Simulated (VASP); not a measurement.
# AlN (P6_3mc) in VASP: further runs, part 2 of 2

VASP 6.6.1.

**3. Single point, r2SCAN**

This run uses another cell than the first one, of 9.96 Å³/atom, 1.020 times its volume.

Contents of POSCAR:

```
AlN
1.0
    3.0648659987      0.0000000000      0.0000000000
   -1.5324329993      2.6542518140      0.0000000000
    0.0000000000      0.0000000000      4.8959232987
Al N
2 2
Direct
    0.3333333333      0.6666666667     -0.0012601541
    0.6666666667      0.3333333333      0.4987398459
    0.3333333333      0.6666666667      0.3812601541
    0.6666666667      0.3333333333      0.8812601541
```

Contents of INCAR.step1:

```
  ALGO = Normal
  EDIFF = 1E-4
  ENCUT = 520
  GGA = PE
  ISMEAR = 0
  LASPH = True
  LCHARG = False
  LREAL = False
  LWAVE = True
  NBANDS = 16
  NELM = 60
  PREC = Accurate
  SIGMA = 0.01
```

Contents of INCAR.step2:

```
  ALGO = Normal
  EDIFF = 1E-6
  ENCUT = 520
  ISIF = 2
  ISMEAR = 0
  ISTART = 1
  LASPH = True
  LCHARG = False
  LMIXTAU = True
  LREAL = False
  LWAVE = False
  METAGGA = R2SCAN
  NBANDS = 16
  NELM = 60
  PREC = Accurate
  SIGMA = 0.01
```

Contents of KPOINTS:

```
k-points
0
Gamma
  8 8 6
```

Potentials or basis: VASP PAW PBE potentials, release 64 (Al, N).

The run is started by

```
$ cat potpaw_PBE.64/Al/POTCAR potpaw_PBE.64/N/POTCAR > POTCAR
$ cp INCAR.step1 INCAR
$ mpirun -np 1 vasp_std > vasp.out
$ cp INCAR.step2 INCAR
$ mpirun -np 1 vasp_std > vasp.out
```

OUTCAR:

```text
EDIFF = 1E-6
   ENCUT = 520
   ISIF = 2
   ISMEAR = 0
   ISTART = 1
   LASPH = True
   LREAL = False
   METAGGA = R2SCAN
   NELM = 60
   PREC = Accurate

 ion  position               nearest neighbor table
   1  0.333  0.667  0.999-   4 1.86   4 1.86   4 1.86   3 1.87   2 3.02   2 3.02   2 3.02   2 3.02
                             2 3.02   2 3.02
   2  0.667  0.333  0.499-   3 1.86   3 1.86   3 1.86   4 1.87   1 3.02   1 3.02   1 3.02   1 3.02
                             1 3.02   1 3.02
   3  0.333  0.667  0.381-   2 1.86   2 1.86   2 1.86   1 1.87
   4  0.667  0.333  0.881-   1 1.86   1 1.86   1 1.86   2 1.87

  LATTYP: Found a hexagonal cell.
 ALAT       =     3.0648659987
 C/A-ratio  =     1.5974347005

  Lattice vectors:

 A1 = (   3.0648659987,   0.0000000000,   0.0000000000)
 A2 = (  -1.5324329993,   2.6542518140,   0.0000000000)
 A3 = (   0.0000000000,   0.0000000000,   4.8959232987)

Analysis of symmetry for initial positions (statically):
=====================================================================
 Subroutine PRICEL returns:
 Original cell was already a primitive cell.

 Routine SETGRP: Setting up the symmetry group for a
 hexagonal supercell.

 Subroutine GETGRP returns: Found 12 space group operations
 (whereof  6 operations were pure point group operations)
 out of a pool of 24 trial point group operations.

The static configuration has the point symmetry C_3v.
 The point group associated with its full space group is C_6v.

Analysis of symmetry for dynamics (positions and initial velocities):
=====================================================================
 Subroutine PRICEL returns:
 Original cell was already a primitive cell.

 Routine SETGRP: Setting up the symmetry group for a
 hexagonal supercell.

[... 127 lines left out ...]
   IMIX   =      4    mixing-type and parameters
     AMIX     =   0.40;   BMIX     =  1.00
     AMIX_MAG =   1.60;   BMIX_MAG =  1.00
  volume/ion in A,a.u.               =       9.96        67.19
  Fermi-wavevector in a.u.,A,eV,Ry     =   1.207959  2.282711 19.853134  1.459164
  Thomas-Fermi vector in A             =   2.343581
   LORBIT       =      0    0 simple, 1 ext, 2 COOP (PROOUT), +10 PAW based schemes
   METAGGA = R2SCAN    functional components
   LHFCALC =     F    Hartree Fock is set to
   AEXX    =    0.0000 exact exchange contribution
   IVDW    =     0    specifies the selected vdW correction
   LEPSILON=     F    determine dielectric tensor
   LRPA    =     F    only Hartree local field effects (RPA)
 non-spin polarized calculation
 Gauss-broadening in eV      SIGMA  =   0.01
  energy-cutoff  :      520.00
  volume of cell :       39.83
 maximum number of plane-waves:      1092
 NGX is ok and might be reduce to    24
   NGX = 11   NGY = 11   NGZ = 19

 number of electron      15.9999996 magnetization

 Free energy of the ion-electron system (eV)
  ---------------------------------------------------
  ext. energy  EPLUGINS =         0.00000000
  ---------------------------------------------------
  free energy    TOTEN  =       -38.40473344 eV

  energy without entropy =      -38.40473344  energy(sigma->0) =      -38.40473344

 E-fermi :   6.4684     XC(G=0): -11.6181

 val. band max:        6.3707883055   @ k =   0.0000   0.0000   0.0000
 cond. band min:      11.6805162910   @ k =   0.0000   0.0000   0.0000
 fundamental gap:      5.3097279855
 Fermi energy:         6.4684044082

 k-point     1 :       0.0000    0.0000    0.0000
  band No.  band energies     occupation
      1      -9.9077      2.00000
      2      -7.6335      2.00000
      3       0.0837      2.00000
      4       5.4192      2.00000
      5       5.4192      2.00000
      6       6.0987      2.00000
[... 433 lines left out ...]
      3       0.8354      2.00000
      4       1.5164      2.00000
      5       3.8266      2.00000
      6       4.5831      2.00000
[... 8 lines left out ...]
     15      20.2343      0.00000
     16      22.0323      0.00000

 [... further k-points ...]

------------------------ aborting loop because EDIFF is reached ----------------------------------------

  FORCE on cell =-STRESS in cart. coord.  units (eV):
  Direction    XX          YY          ZZ          XY          YZ          ZX
  --------------------------------------------------------------------------------------
  -------------------------------------------------------------------------------------
  Total        2.3980157      2.3980157      2.4042309      0.0000000      0.0000000      0.0000000
  in kB       96.4660258     96.4660258     96.7160486      0.0000000      0.0000000      0.0000000
  external PRESSURE =      96.5493667 kB  Pullay stress =       0.0000000 kB

 VOLUME and BASIS-vectors are now :
 -----------------------------------------------------------------------------
  energy-cutoff  :      520.00
  volume of cell :       39.83
      direct lattice vectors                 reciprocal lattice vectors
     3.064865999  0.000000000  0.000000000     0.326278539  0.188377002  0.000000000
    -1.532432999  2.654251814  0.000000000     0.000000000  0.376754005  0.000000000
     0.000000000  0.000000000  4.895923299     0.000000000  0.000000000  0.204251566

 POSITION                                       TOTAL-FORCE (eV/Angst)
 -----------------------------------------------------------------------------------
     -0.00000      1.76950      4.88975        -0.000000     -0.000000     -0.001860
      1.53243      0.88475      2.44179         0.000000      0.000000     -0.001860
     -0.00000      1.76950      1.86662        -0.000000      0.000000      0.001860
      1.53243      0.88475      4.31458        -0.000000     -0.000000      0.001860
 -----------------------------------------------------------------------------------
    total drift:                               -0.000000      0.000000     -0.027909

  FREE ENERGIE OF THE ION-ELECTRON SYSTEM (eV)
  ---------------------------------------------------
  free  energy   TOTEN  =       -38.4047334371 eV

  energy  without entropy=      -38.4047334371  energy(sigma->0) =      -38.40473344
```

It took 32 s on 1 thread of Intel Xeon 6975P-C (Granite Rapids), shared host; peak memory 0.16 GiB.

Results:

```yaml
Free_energy: -38.4047 eV
Pressure: 9.7 GPa
Band_gap_on_the_k_mesh: 5.31 eV, direct
```

Levels at points of the mesh, in eV from the valence-band top:
| k point | band 4 | band 5 | band 6 | band 7 | band 8 | band 9 | band 10 | band 11 | band 12 | band 13 |
| --- | --- | --- | --- | --- | --- | --- | --- | --- | --- | --- |
| (0.00, 0.00, 0.00) | -0.95 | -0.95 | -0.27 | -0.27 | 0.00 | 5.31 | 7.89 | 12.00 | 12.32 | 12.32 |
| (0.50, 0.00, 0.00) | -4.35 | -3.52 | -2.24 | -1.85 | -0.75 | 6.56 | 6.69 | 9.43 | 11.57 | 11.95 |
| (0.00, 0.00, 0.50) | -3.46 | -0.62 | -0.62 | -0.62 | -0.62 | 7.63 | 7.63 | 11.69 | 11.69 | 12.63 |
| (0.50, 0.00, 0.50) | -5.87 | -1.58 | -1.58 | -1.44 | -1.44 | 6.15 | 6.15 | 10.41 | 10.41 | 13.48 |

Caveat: the PAW data sets were made with another functional, which shifts forces and pressure a little.
